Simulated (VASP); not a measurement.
# K (P6_3/mmc) in VASP: notebook

Runs on K. Level: PBE. Tasks: single point, relaxation of cell and atoms.

Everything below comes from runs of VASP 6.6.1. Logs are shortened: lines on timing, memory, paths and dates and some standing lists are left out, and cuts for length are marked.

## 1. The cell of the first run

Symmetry: P6_3/mmc, No. 194, hexagonal system. The conventional cell has a = 4.161 Å, b = 4.161 Å, c = 6.895 Å, α = 90.00°, β = 90.00°, γ = 120.00°. Within 5.5 Å of K (site symmetry -6m2) lie 12 K at 4.16 to 4.20 Å.

## 2. Single point, PBE

INCAR reads:

```
  ALGO = Normal
  EDIFF = 1E-7
  ENCUT = 520
  GGA = PE
  ISIF = 2
  ISMEAR = -1
  LASPH = T
  LCHARG = F
  LREAL = F
  LWAVE = F
  NBANDS = 16
  NELM = 60
  PREC = Accurate
  SIGMA = 0.05
```

KPOINTS reads:

```
k-points
0
Gamma
  11 11 6
```

POSCAR reads:

```
K
1.0
    4.1605636760      0.0000000000      0.0000000000
   -2.0802818380      3.6031538375      0.0000000000
    0.0000000000      0.0000000000      6.8953242816
K
2
Direct
    0.3333333333      0.6666666667      0.2500000000
    0.6666666667      0.3333333333      0.7500000000
```

Potentials or basis: VASP PAW PBE potentials, release 64 (K_sv).

Started as:

```
$ cat potpaw_PBE.64/K_sv/POTCAR > POTCAR
$ mpirun -np 1 vasp_std > vasp.out
```

OUTCAR:

```text
EDIFF = 1E-7
   ENCUT = 520
   GGA = PE
   ISIF = 2
   ISMEAR = -1
   LASPH = T
   LREAL = F
   NELM = 60
   PREC = Accurate

 ion  position               nearest neighbor table
   1  0.333  0.667  0.250-
   2  0.667  0.333  0.750-

  LATTYP: Found a hexagonal cell.
 ALAT       =     4.1605636760
 C/A-ratio  =     1.6573053121

  Lattice vectors:

 A1 = (   4.1605636760,   0.0000000000,   0.0000000000)
 A2 = (  -2.0802818380,   3.6031538375,   0.0000000000)
 A3 = (   0.0000000000,   0.0000000000,   6.8953242816)

Analysis of symmetry for initial positions (statically):
=====================================================================
 Subroutine PRICEL returns:
 Original cell was already a primitive cell.

 Routine SETGRP: Setting up the symmetry group for a
 hexagonal supercell.

 Subroutine GETGRP returns: Found 24 space group operations
 (whereof 12 operations were pure point group operations)
 out of a pool of 24 trial point group operations.

The static configuration has the point symmetry D_3d.
 The point group associated with its full space group is D_6h.

Analysis of symmetry for dynamics (positions and initial velocities):
=====================================================================
 Subroutine PRICEL returns:
 Original cell was already a primitive cell.

 Routine SETGRP: Setting up the symmetry group for a
 hexagonal supercell.

 Subroutine GETGRP returns: Found 24 space group operations
 (whereof 12 operations were pure point group operations)
 out of a pool of 24 trial point group operations.

The dynamic configuration has the point symmetry D_3d.
 The point group associated with its full space group is D_6h.

 Subroutine INISYM returns: Found 24 space group operations
 (whereof 12 operations are pure point group operations),
 and found     1 'primitive' translations

----------------------------------------------------------------------------------------

                                     Primitive cell

  volume of cell :     103.3688

  direct lattice vectors                    reciprocal lattice vectors
     4.160563676  0.000000000  0.000000000     0.240352048  0.138767320  0.000000000
    -2.080281838  3.603153837  0.000000000     0.000000000  0.277534639  0.000000000
     0.000000000  0.000000000  6.895324282     0.000000000  0.000000000  0.145025812

  length of vectors
     4.160563676  4.160563676  6.895324282     0.277534639  0.277534639  0.145025812

  position of ions in fractional coordinates (direct lattice)
     0.333333333  0.666666667  0.250000000
     0.666666667  0.333333333  0.750000000

  ion indices of the primitive-cell ions
   primitive index   ion index
                 1           1
                 2           2

----------------------------------------------------------------------------------------

 KPOINTS: k-points

Automatic generation of k-mesh.
 Grid dimensions read from file:
 generate k-points for:   11   11    6

 Generating k-lattice:

  Cartesian coordinates                     Fractional coordinates (reciprocal lattice)
     0.021850186  0.012615211  0.000000000     0.090909091  0.000000000  0.000000000
     0.000000000  0.025230422  0.000000000     0.000000000  0.090909091  0.000000000
     0.000000000  0.000000000  0.024170969     0.000000000  0.000000000  0.166666667

  Length of vectors
     0.025230422  0.025230422  0.024170969

  Shift w.r.t. Gamma in fractional coordinates (k-lattice)
     0.000000000  0.000000000  0.000000000

 Subroutine IBZKPT returns following result:
 ===========================================

 Found     64 irreducible k-points:

 Following reciprocal coordinates:
            Coordinates               Weight
  0.000000  0.000000  0.000000      1.000000
  0.090909  0.000000  0.000000      6.000000
  0.181818  0.000000  0.000000      6.000000
  0.272727  0.000000  0.000000      6.000000
  0.363636  0.000000  0.000000      6.000000
  0.454545  0.000000  0.000000      6.000000
[... 16 lines left out ...]
  0.090909  0.090909  0.166667     12.000000
  0.181818  0.090909  0.166667     24.000000
 [... further k-points ...]
   k-points           NKPTS =     64   k-points in BZ     NKDIM =     64   number of bands    NBANDS=     16
   number of dos      NEDOS =    301   number of ions     NIONS =      2
   total plane-waves  NPLWV =  55296
   dimension x,y,z NGX =    32 NGY =   32 NGZ =   54
   dimension x,y,z NGXF=    64 NGYF=   64 NGZF=  108
   ions per type =               2
   NGX,Y,Z   is equivalent  to a cutoff of  12.79, 12.79, 13.02 a.u.
   NGXF,Y,Z  is equivalent  to a cutoff of  25.57, 25.57, 26.04 a.u.
 SYSTEM =  unknown system
   PREC   = accura    normal or accurate (medium, high low for compatibility)
   ISTART =      0    job   : 0-new  1-cont  2-samecut
   ICHARG =      2    charge: 1-file 2-atom 10-const
   ISPIN  =      1    spin polarized calculation?
   LNONCOLLINEAR =      F non collinear calculations
   LSORBIT =      F    spin-orbit coupling
   LASPH  =      T    aspherical Exc in radial PAW
   ENCUT  =  520.0 eV  38.22 Ry    6.18 a.u.   7.74  7.74 12.82*2*pi/ulx,y,z
   NELM   =     60;   NELMIN=  2; NELMDL= -5     # of ELM steps
   EDIFF  = 0.1E-06   stopping-criterion for ELM
   LREAL  =      F    real-space projection
   EDIFFG = 0.1E-05   stopping-criterion for IOM
   NSW    =      0    number of steps for IOM
   IBRION =     -1    ionic relax: 0-MD 1-quasi-New 2-CG
   NFREE  =      0    steps in history (QN), initial steepest desc. (CG)
   ISIF   =      2    stress and relaxation
   ISYM   =      2    0-nonsym 1-usesym 2-fastsym
   POTIM  = 0.5000    time-step for ionic-motion
   TEBEG  =    0.0;   TEEND  =   0.0 temperature during run
   PSTRESS=    0.0 pullay stress
   NELECT =      18.0000    total number of electrons
   NUPDOWN=      -1.0000    fix difference up-down
   EMIN   =  10.00;   EMAX   =-10.00  energy-range for DOS
   EFERMI =   0.00;   METHOD = LEGACY
   ISMEAR =    -1;   SIGMA  =   0.05  broadening in eV -4-tet -1-fermi 0-gaus
   EFERMI_NEDOS =   21; number of points for ismear=-14 and -15
   IALGO  =     38    algorithm
   IMIX   =      4    mixing-type and parameters
     AMIX     =   0.40;   BMIX     =  1.00
     AMIX_MAG =   1.60;   BMIX_MAG =  1.00
  volume/ion in A,a.u.               =      51.68       348.78
  Fermi-wavevector in a.u.,A,eV,Ry     =   0.914189  1.727566 11.370942  0.835741
  Thomas-Fermi vector in A             =   2.038787
   LORBIT       =      0    0 simple, 1 ext, 2 COOP (PROOUT), +10 PAW based schemes
   GGA     = PE    functional components
   LHFCALC =     F    Hartree Fock is set to
   AEXX    =    0.0000 exact exchange contribution
   IVDW    =     0    specifies the selected vdW correction
   LEPSILON=     F    determine dielectric tensor
   LRPA    =     F    only Hartree local field effects (RPA)
 non-spin polarized calculation
  energy-cutoff  :      520.00
  volume of cell :      103.37
 maximum number of plane-waves:      2816
 NGX is ok and might be reduce to    32

 number of electron      18.0000002 magnetization

 Free energy of the ion-electron system (eV)
  ---------------------------------------------------
  ext. energy  EPLUGINS =         0.00000000
  ---------------------------------------------------
  free energy    TOTEN  =        -1.83624706 eV

  energy without entropy =       -1.82260743  energy(sigma->0) =       -1.82942725

 E-fermi :   0.8660     XC(G=0):  -6.5819

 val. band max:        0.8474044026   @ k =   0.2727   0.2727   0.0000
 cond. band min:       0.8718912922   @ k =   0.2727   0.0909   0.3333
 fundamental gap:      0.0244868895
 Fermi energy:         0.8660352761

 k-point     1 :       0.0000    0.0000    0.0000
  band No.  band energies     occupation
      1     -31.1855      2.00000
      2     -31.1675      2.00000
      3     -14.7969      2.00000
      4     -14.6074      2.00000
      5     -14.6074      2.00000
      6     -14.5830      2.00000
[... 8 lines left out ...]
     15       5.6881      0.00000
     16       5.6881      0.00000

 k-point     2 :       0.0909    0.0000    0.0000
  band No.  band energies     occupation
      1     -31.1841      2.00000
      2     -31.1668      2.00000
      3     -14.7909      2.00000
      4     -14.6214      2.00000
      5     -14.6117      2.00000
      6     -14.5959      2.00000
[... 8 lines left out ...]
     15       5.4802      0.00000
     16       5.8016      0.00000

 k-point     3 :       0.1818    0.0000    0.0000
  band No.  band energies     occupation
      1     -31.1803      2.00000
      2     -31.1649      2.00000
      3     -14.7739      2.00000
      4     -14.6593      2.00000
      5     -14.6340      2.00000
      6     -14.6228      2.00000
[... 8 lines left out ...]
     15       5.5677      0.00000
     16       5.7171      0.00000

 k-point     4 :       0.2727    0.0000    0.0000
  band No.  band energies     occupation
      1     -31.1751      2.00000
      2     -31.1625      2.00000
      3     -14.7492      2.00000
      4     -14.7094      2.00000
      5     -14.6819      2.00000
      6     -14.6368      2.00000
[... 8 lines left out ...]
     15       5.4766      0.00000
     16       5.9988      0.00000
[... 324 lines left out ...]
 k-point    22 :       0.4545    0.0000    0.1667
  band No.  band energies     occupation
      1     -31.1660      2.00000
      2     -31.1605      2.00000
      3     -14.7893      2.00000
      4     -14.7579      2.00000
      5     -14.6872      2.00000
      6     -14.6536      2.00000
[... 8 lines left out ...]
     15       5.1880      0.00000
     16       6.6163      0.00000

 k-point    23 :       0.0909    0.0909    0.1667
  band No.  band energies     occupation
      1     -31.1805      2.00000
      2     -31.1665      2.00000
      3     -14.7686      2.00000
      4     -14.6413      2.00000
      5     -14.6348      2.00000
      6     -14.6152      2.00000
[... 8 lines left out ...]
     15       5.4184      0.00000
     16       5.7483      0.00000

 k-point    24 :       0.1818    0.0909    0.1667
  band No.  band energies     occupation
      1     -31.1761      2.00000
      2     -31.1643      2.00000
      3     -14.7536      2.00000
      4     -14.6809      2.00000
      5     -14.6719      2.00000
      6     -14.6299      2.00000
[... 8 lines left out ...]
     15       5.3716      0.00000
     16       5.8509      0.00000

 [... further k-points ...]

------------------------ aborting loop because EDIFF is reached ----------------------------------------

  FORCE on cell =-STRESS in cart. coord.  units (eV):
  Direction    XX          YY          ZZ          XY          YZ          ZX
  --------------------------------------------------------------------------------------
  -------------------------------------------------------------------------------------
  Total        1.6029838      1.6029838      1.6050729      0.0000000      0.0000000      0.0000000
  in kB       24.8456313     24.8456313     24.8780117      0.0000000      0.0000000      0.0000000
  external PRESSURE =      24.8564248 kB  Pullay stress =       0.0000000 kB

 VOLUME and BASIS-vectors are now :
 -----------------------------------------------------------------------------
  energy-cutoff  :      520.00
  volume of cell :      103.37
      direct lattice vectors                 reciprocal lattice vectors
     4.160563676  0.000000000  0.000000000     0.240352048  0.138767320  0.000000000
    -2.080281838  3.603153837  0.000000000     0.000000000  0.277534639  0.000000000
     0.000000000  0.000000000  6.895324282     0.000000000  0.000000000  0.145025812

 POSITION                                       TOTAL-FORCE (eV/Angst)
 -----------------------------------------------------------------------------------
     -0.00000      2.40210      1.72383        -0.000000     -0.000000      0.000000
      2.08028      1.20105      5.17149         0.000000      0.000000      0.000000
 -----------------------------------------------------------------------------------
    total drift:                                0.000000     -0.000000      0.000000

  FREE ENERGIE OF THE ION-ELECTRON SYSTEM (eV)
  ---------------------------------------------------
  free  energy   TOTEN  =        -1.8362470633 eV

  energy  without entropy=       -1.8226074280  energy(sigma->0) =       -1.82942725
```

Wall time 70 s (1 thread of Intel Xeon 6975P-C, shared host); peak memory 0.27 GiB.

Results:

- Free energy: -1.8362 eV
- Pressure: 2.5 GPa
- Band gap on the k mesh: zero (band 9 reaches 1.94 eV, above the bottom of band 10 at -0.94 eV)

Levels at points of the mesh, in eV from the Fermi level:
```
           k point  band 5  band 6  band 7  band 8  band 9  band 10  band 11  band 12  band 13  band 14
(0.00, 0.00, 0.00)  -15.47  -15.45  -15.45  -15.45   -2.73     0.20     0.67     4.31     4.34     4.34
(0.00, 0.00, 0.50)  -15.46  -15.46  -15.46  -15.46   -1.80    -1.80     2.85     2.85     4.38     4.38
```

## 3. Single point, PBE

INCAR reads:

```
SYSTEM = K
PREC = Accurate
ENCUT = 520
EDIFF = 1E-6
ISMEAR = -1
SIGMA = 0.05
LREAL = .FALSE.
LASPH = .TRUE.
NELM = 80
ALGO = Normal
ISIF = 2
LWAVE = .FALSE.
LCHARG = .FALSE.
GGA = PE
NBANDS = 16
```

KPOINTS reads:

```
regular mesh
0
G
  11 11 6
  0 0 0
```

POSCAR is that of step 2.

Potentials or basis: VASP PAW PBE potentials, release 64 (K_sv).

Started as:

```
$ cat potpaw_PBE.64/K_sv/POTCAR > POTCAR
$ mpirun -np 1 vasp_std > vasp.out
```

It took 63 s on 1 thread of Intel Xeon 6975P-C, shared host; peak memory 0.27 GiB.

The run converged. Its results:

```yaml
Free_energy: -1.8362 eV
Pressure: 2.5 GPa
Band_gap_on_the_k_mesh: zero (band 9 reaches 1.94 eV, above the bottom of band 10 at -0.94 eV)
```

Levels at points of the mesh, in eV from the Fermi level:
```csv
k point,band 5,band 6,band 7,band 8,band 9,band 10,band 11,band 12,band 13,band 14
"(0.00, 0.00, 0.00)",-15.47,-15.45,-15.45,-15.45,-2.73,0.20,0.67,4.31,4.34,4.34
"(0.00, 0.00, 0.50)",-15.46,-15.46,-15.46,-15.46,-1.80,-1.80,2.85,2.85,4.38,4.38
```

## 4. Single point, PBE

This run uses another cell than the first one: it holds 4 atoms, not 2.

INCAR reads:

```
SYSTEM = K
ALGO = Normal ; EDIFF = 1E-6
ENCUT = 520 ; GGA = PE
ISIF = 2 ; ISMEAR = -1
LASPH = .TRUE. ; LCHARG = .TRUE.
LELF = .TRUE. ; LREAL = .FALSE.
LVHAR = .TRUE. ; LWAVE = .FALSE.
NBANDS = 26 ; NELM = 60
PREC = Accurate ; SIGMA = 0.05
```

KPOINTS reads:

```
k-points
0
G
  7 7 4
  0 0 0
```

POSCAR reads:

```
K
1.0
    4.1575439207      0.0000000000      0.0000000000
   -2.0787719603      3.6005386526      0.0000000000
    0.0000000000      0.0000000000     13.7816003232
K
4
Direct
    0.0000000000      0.0000000000      0.0000000000
    0.0000000000      0.0000000000      0.5000000000
    0.3333333333      0.6666666667      0.2500000000
    0.6666666667      0.3333333333      0.7500000000
```

Potentials or basis: VASP PAW PBE potentials, release 64 (K_sv).

Started as:

```
$ cat potpaw_PBE.64/K_sv/POTCAR > POTCAR
$ mpirun -np 1 vasp_std > vasp.out
```

OUTCAR:

```text
SYSTEM = K
   EDIFF = 1E-6
   ENCUT = 520
   GGA = PE
   ISIF = 2
   ISMEAR = -1
   LASPH = .TRUE.
   LREAL = .FALSE.
   NELM = 60
   PREC = Accurate

 ion  position               nearest neighbor table
   1  0.000  0.000  0.000-
   2  0.000  0.000  0.500-
   3  0.333  0.667  0.250-
   4  0.667  0.333  0.750-

  LATTYP: Found a hexagonal cell.
 ALAT       =     4.1575439207
[... 891 lines left out ...]

  FORCE on cell =-STRESS in cart. coord.  units (eV):
  Direction    XX          YY          ZZ          XY          YZ          ZX
  --------------------------------------------------------------------------------------
  -------------------------------------------------------------------------------------
  Total        3.2047753      3.2047753      3.1952659      0.0000000      0.0000000     -0.0000000
  in kB       24.8888138     24.8888138     24.8149618      0.0000000      0.0000000     -0.0000000
  external PRESSURE =      24.8641964 kB  Pullay stress =       0.0000000 kB

 VOLUME and BASIS-vectors are now :
 -----------------------------------------------------------------------------
  energy-cutoff  :      520.00
  volume of cell :      206.30
      direct lattice vectors                 reciprocal lattice vectors
     4.157543921  0.000000000  0.000000000     0.240526623  0.138868111  0.000000000
    -2.078771960  3.600538653  0.000000000     0.000000000  0.277736221  0.000000000
     0.000000000  0.000000000 13.781600323     0.000000000  0.000000000  0.072560514

 POSITION                                       TOTAL-FORCE (eV/Angst)
 -----------------------------------------------------------------------------------
      0.00000      0.00000      0.00000        -0.000000      0.000000      0.000000
      0.00000      0.00000      6.89080        -0.000000      0.000000      0.000000
     -0.00000      2.40036      3.44540        -0.000000     -0.000000      0.000000
      2.07877      1.20018     10.33620         0.000000      0.000000      0.000000
 -----------------------------------------------------------------------------------
    total drift:                               -0.000000      0.000000      0.000000

  FREE ENERGIE OF THE ION-ELECTRON SYSTEM (eV)
  ---------------------------------------------------
  free  energy   TOTEN  =        -3.6915205944 eV

  energy  without entropy=       -3.6751980923  energy(sigma->0) =       -3.68335934
```

Run time: 2 min. Hardware: 1 thread of Intel Xeon 6975P-C, shared host; peak memory 0.35 GiB.

What came out:

| Property | Result |
| --- | --- |
| Free energy | -3.6915 eV |
| Pressure | 2.5 GPa |
| Band gap on the k mesh | zero (band 18 reaches 1.63 eV, above the bottom of band 19 at -0.93 eV) |

## 5. Single point, PBE

This run uses another cell than the first one: it holds 4 atoms, not 2.

INCAR reads:

```
SYSTEM = K
PREC = Accurate ; ENCUT = 520
EDIFF = 1E-7 ; ISMEAR = -1
SIGMA = 0.05 ; LREAL = .FALSE.
LASPH = .TRUE. ; NELM = 60
ALGO = Normal ; ISIF = 2
LWAVE = .FALSE. ; LCHARG = .FALSE.
GGA = PE ; NBANDS = 26
```

KPOINTS reads:

```
Automatic mesh
0
G
  7 7 4
  0 0 0
```

POSCAR: that of step 4 with these lines changed.

```diff
@@ -3,3 +3,3 @@
     4.1575439207      0.0000000000      0.0000000000
-   -2.0787719603      3.6005386526      0.0000000000
+   -2.0787719604      3.6005386526      0.0000000000
     0.0000000000      0.0000000000     13.7816003232
```

Started as:

```
$ cat potpaw_PBE.64/K_sv/POTCAR > POTCAR
$ mpirun -np 1 vasp_std > vasp.out
```

It took 2 min on 1 thread of Intel Xeon 6975P-C, shared host; peak memory 0.36 GiB.

It converged, with:

```
Free energy            : -3.6915 eV
Pressure               : 2.5 GPa
Band gap on the k mesh : zero (band 18 reaches 1.63 eV, above the bottom of band 19 at -0.93 eV)
```

Levels at points of the mesh, in eV from the Fermi level:
| k point | band 14 | band 15 | band 16 | band 17 | band 18 | band 19 | band 20 | band 21 | band 22 | band 23 |
| --- | --- | --- | --- | --- | --- | --- | --- | --- | --- | --- |
| (0.00, 0.00, 0.00) | -15.45 | -15.45 | -15.45 | -2.73 | -1.80 | -1.80 | 0.20 | 0.67 | 2.83 | 2.85 |
| (0.00, 0.00, 0.50) | -15.45 | -15.45 | -15.45 | -2.49 | -2.49 | -0.79 | -0.79 | 1.68 | 1.68 | 3.86 |

(Continued in part 2 of 2.)
